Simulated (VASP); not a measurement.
## Mg: single point with PBE

The system is Mg.

```
Mg
1.0
     0.00000    2.29070    2.29070
     2.29070    0.00000    2.29070
     2.29070    2.29070    0.00000
Mg
1
Direct
  0.00000 0.00000 0.00000
```

This isn't the form of Mg at room conditions, which is hcp.

```yaml
Program: VASP 6.6.1
Task: single point
Functional: PBE
Potentials_or_basis: VASP PAW PBE potentials, release 64 (Mg)
Cutoff: 520 eV
k_mesh: 41 × 41 × 41
Occupations: fermi-dirac, width 0.0612256 eV
Spin: no spin polarisation
```

```json
{"Pressure": "-1.4 GPa", "Band gap on the k mesh": "zero (bands 1 and 2 overlap by 2.50 eV)"}
```

Levels at points of the mesh, in eV from the Fermi level:
```tsv
k point	band 1	band 2	band 3	band 4	band 5
(0.00, 0.00, 0.00)	-6.71	12.09	12.09	12.09	13.79
```

Wall time 2 min on 1 thread of Intel(R) Xeon(R) Platinum 8559C (Emerald Rapids) (shared host), peak memory 0.4 GiB.
